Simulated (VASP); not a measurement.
Here is a VASP 6.6.1 calculation.

File INCAR:

```
  PREC = Accurate
  ENCUT = 600
  EDIFF = 1E-6
  ISMEAR = -1
  SIGMA = 0.025
  LREAL = F
  LASPH = T
  NELM = 150
  ALGO = Normal
  ISIF = 3
  LWAVE = F
  LCHARG = F
  ISPIN = 2
  MAGMOM = 1.08
  LORBIT = 11
  LMAXMIX = 4
  LDAU = T
  LDAUTYPE = 2
  LDAUL = 2
  LDAUU = 6.2
  LDAUJ = 0
  LDAUPRINT = 1
  GGA = PS
  IVDW = 12
  IBRION = 2
  NSW = 60
  EDIFFG = -0.05
```

KPOINTS

```
regular mesh
0
Gamma
  13 13 13
```

File POSCAR:

```
Ni
1.0
    0.0000000000      1.7375729330      1.7375729330
    1.7375729330      0.0000000000      1.7375729330
    1.7375729330      1.7375729330      0.0000000000
Ni
1
Direct
    0.0000000000      0.0000000000      0.0000000000
```

Potentials or basis: VASP PAW PBE potentials, release 64 (Ni).

Launch:

```bash
$ cat potpaw_PBE.64/Ni/POTCAR > POTCAR
$ mpirun -np 1 vasp_std > vasp.out
```

**Question.** Estimate the space group after relaxing (to 0.05 Å).

**Answer.** Fm-3m (No. 225).

**Question.** What does it give for the site moments?

**Answer.** Ni +0.64 μB.

Eigenvalues of the final occupation matrices:
```tsv
site	spin	trace	eigenvalues
site 1 d	1	4.72	0.94 0.94 0.94 0.95 0.95
site 1 d	2	4.02	0.73 0.73 0.73 0.92 0.92
```

Caveat: the U is typed as a test and isn't derived for this compound. The state reached can hang on the start; a lower one may exist.
